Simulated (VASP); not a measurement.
Set up this calculation in VASP 6.6.1, as the native input.

```yaml
Task: single point
Functional: PBE
Potentials_or_basis: VASP PAW PBE potentials, release 64 (Ta_pv, N)
Cutoff: 520 eV
k_mesh: 14 × 14 × 10
Occupations: gaussian, width 0.15 eV
Spin: no spin polarisation
Dipole_correction: no
Further_INCAR_settings: ALGO = Normal; EDIFF = 1e-07; NBANDS = 24
```

The structure of TaN lies in POSCAR:

```
TaN
1.0
    0.0000000000     -2.2081122572     -2.2081122572
    0.0000000000      2.2081122572     -2.2081122572
    4.4162245144      0.0000000000      0.0000000000
Ta N
2 2
Direct
    0.5121475408      0.4878524592     -0.0205209401
   -0.0121475408      0.0121475408      0.5205209401
    0.4864590218      0.5135409782      0.4536255461
    0.0135409782     -0.0135409782      0.0463744539
```

This cell differs from its parent crystal: mode 1 frozen in at -0.205 Å and mode 2 at -0.060 Å (largest displacements).

One way to write it, as run:

INCAR

```
PREC = Accurate
ENCUT = 520
EDIFF = 1E-7
ISMEAR = 0
SIGMA = 0.15
LREAL = F
LASPH = T
NELM = 60
ALGO = Normal
ISIF = 2
LWAVE = F
LCHARG = T
GGA = PE
LELF = T
LVHAR = T
NBANDS = 24
```

KPOINTS

```
Automatic mesh
0
Gamma
  14 14 10
```

Potentials or basis: VASP PAW PBE potentials, release 64 (Ta_pv, N).

Launch:

```bash
$ cat potpaw_PBE.64/Ta_pv/POTCAR potpaw_PBE.64/N/POTCAR > POTCAR
$ mpirun -np 1 vasp_std > vasp.out
```

Results of the run:

```json
{
  "Pressure": "2.3 GPa",
  "Largest force": "1.158 eV/Å",
  "Band gap on the k mesh": "zero (band 16 reaches 10.65 eV, above the bottom of band 17 at 7.83 eV)"
}
```

Caveat: the cell differs from its parent crystal (mode 1 frozen in at -0.205 Å and mode 2 at -0.060 Å (largest displacements)); spin-orbit coupling is left out, which moves the levels of the heavy elements; forces of over 1 eV/Å act on the atoms, so gaps and moduli don't describe the material at rest.

Run time: 11 min on 1 thread of Oxide Virtual Turin-like Processor, with other jobs on the host, peak memory 0.5 GiB.
